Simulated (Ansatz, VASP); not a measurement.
## Ge: VASP beside Ansatz

```
Ge
1.0
     0.00000    2.90850    2.67582
     2.90850    0.00000    2.67582
     2.90850    2.90850    0.00000
Ge
2
Direct
  0.50000 0.50000 0.50000
  0.75000 0.75000 0.75000
```

Alike in both runs: task single point; functional r2SCAN; k mesh 12 × 12 × 12; occupations gaussian, width 0.05 eV; no spin polarisation.

|  | VASP | Ansatz |
| --- | --- | --- |
| version | VASP 6.6.1 | Ansatz 0.2.0 |
| potentials or method | VASP PAW PBE potentials, release 64 (Ge_d), cutoff 520 eV | scalar-relativistic, plane waves, PAW |
| valence electrons in the cell | 28 | 28 |

```tsv
	VASP	Ansatz	Ansatz less VASP
gap on the k mesh at the Fermi level (eV)	none	none	-
pressure (GPa)	0.7	0.6	-0.07
traceless stress, the component that is largest in VASP (GPa)	3.88	3.90	+0.029
```

VASP's potentials were made for PBE, not for r2SCAN. A gap of «none» marks a metal or a gap that the smearing closes. The functional is the same, so the differences come from potentials, cutoffs and numerics.
